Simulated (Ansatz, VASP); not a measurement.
One calculation of Sn, two programs

INCAR

```
SYSTEM = Sn
ALGO = Normal ; EDIFF = 1E-6
ENCUT = 520 ; GGA = PE
ISIF = 2 ; ISMEAR = -1
LASPH = .True. ; LCHARG = .False.
LREAL = .False. ; LWAVE = .False.
NBANDS = 21 ; NELM = 80
PREC = Accurate ; SIGMA = 0.1
```

The input KPOINTS:

```
k-points
0
Gamma
  9 9 9
  0 0 0
```

Contents of POSCAR:

```
Sn
1.0
   -0.0808335700      3.2333428000      3.2333428000
    3.2333428000     -0.0808335700      3.2333428000
    3.1525092300      3.1525092300      0.0000000000
Sn
2
Direct
    0.0000000000      0.0000000000      0.0000000000
    0.2500000000      0.2500000000      0.2500000000
```

Input for Ansatz:

```yaml
crystal:
  lattice:
    - [-0.08083357000000001, 3.2333428, 3.2333428]
    - [3.2333428, -0.08083357000000001, 3.2333428]
    - [3.15250923, 3.15250923, 0.0]
  atoms:
    - { symbol: Sn, position: [0.0, 0.0, 0.0] }
    - { symbol: Sn, position: [0.25, 0.25, 0.25] }
basis:
  ecutwfc: 489.804952427784
kpoints:
  mp_grid:
    grid: [9, 9, 9]
hamiltonian:
  xc: pbe
  pseudopotentials:
    kind: paw
scf:
  occupations:
    method: fermi_dirac
    width: 0.1
output:
  stress: true
```

Alike in both runs: task single point; functional PBE; k mesh 9 × 9 × 9; occupations fermi-dirac, width 0.1 eV; no spin polarisation.

|  | VASP | Ansatz |
| --- | --- | --- |
| version | VASP 6.6.1 | Ansatz 0.2.0 |
| potentials or method | VASP PAW PBE potentials, release 64 (Sn_d), cutoff 520 eV | plane waves, PAW |
| valence electrons in the cell | 28 | 28 |

|  | VASP | Ansatz | Ansatz less VASP |
| --- | --- | --- | --- |
| pressure (GPa) | 4.0 | 4.0 | +0.04 |
| traceless stress, the component that is largest in VASP (GPa) | 2.78 | 2.78 | +0.002 |

With one functional, cell and mesh, what is left measures potentials, basis and numerics.
